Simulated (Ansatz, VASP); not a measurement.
SbPt: VASP beside Ansatz

INCAR

```
SYSTEM = SbPt
ALGO     = Normal         ! electronic algorithm
EDIFF    = 1E-8           ! SCF threshold, eV
ENCUT    = 520            ! plane-wave cutoff, eV
ISIF     = 2              ! what is computed and relaxed
ISMEAR   = -1             ! smearing method
LASPH    = .True.         ! aspherical terms in the spheres
LCHARG   = .False.        ! write CHGCAR
LEFG     = .True.       
LREAL    = .False.        ! projectors in reciprocal space
LWAVE    = .False.        ! write WAVECAR
NBANDS   = 23             ! bands
NELM     = 100            ! most SCF steps
PREC     = Accurate       ! precision mode
SIGMA    = 0.08           ! smearing width, eV
```

File KPOINTS:

```
k-points
0
Gamma
  11 11 8
  0 0 0
```

POSCAR

```
SbPt
1.0
    4.1299978706      0.0000000000      0.0000000000
   -2.0649989353      3.5766830735      0.0000000000
    0.0000000000      0.0000000000      5.4172800000
Sb Pt
2 2
Direct
    0.3333333333      0.6666666667      0.2500000000
    0.6666666667      0.3333333333      0.7500000000
    0.0000000000      0.0000000000      0.0000000000
    0.0000000000      0.0000000000      0.5000000000
```

Input for Ansatz:

```yaml
crystal:
  lattice:
    - [4.1299978706, 0.0, 0.0]
    - [-2.0649989353, 3.5766830735, 0.0]
    - [0.0, 0.0, 5.41728]
  atoms:
    - { symbol: Sb, position: [0.3333333333, 0.6666666667, 0.25] }
    - { symbol: Sb, position: [0.6666666667, 0.3333333333, 0.75] }
    - { symbol: Pt, position: [0.0, 0.0, 0.0] }
    - { symbol: Pt, position: [0.0, 0.0, 0.5] }
kpoints:
  mp_grid: { grid: [11, 11, 8] }
scf:
  occupations: { method: fermi_dirac, width: 0.08 }
hamiltonian:
  xc: lda
  pseudopotentials: { kind: paw }
output:
  forces: true
  stress: true
  eigenvalues: true
  efg: { contact_densities: true }
```

Change from the starting cell: zz strain of -1 %, PAW files.

Alike in both runs: task electric field gradients; functional LDA; k mesh 11 × 11 × 8; occupations fermi-dirac, width 0.08 eV; no spin polarisation.

|  | VASP | Ansatz |
| --- | --- | --- |
| version | VASP 6.6.1 | Ansatz 0.2.0 |
| potentials or method | VASP PAW LDA potentials, release 64 (Sb, Pt) | PAW with Ansatz's default frozen-core files, scalar-relativistic |
| plane-wave cutoff (eV) | 520 | 420 |
| valence electrons in the cell | 30 | 66 |

VASP gave:

* pressure (GPa): 1.9
* traceless stress, the component that is largest in VASP (GPa): 0.29
* size of Vzz on the site where it differs most (V/Å²): 138.5

Task: Estimate Ansatz's values.

Result: Pressure (GPa): 1.6; traceless stress, the component that is largest in VASP (GPa): 0.16; size of Vzz on the site where it differs most (V/Å²): 69.9.

LDA's correlation is that of Perdew and Zunger in VASP and of Perdew and Wang (1992) in Ansatz. VASP's potentials hold 30 valence electrons a cell and Ansatz's 66, so a difference there can come from the potentials and not from the codes.

Spin-orbit coupling is off throughout.
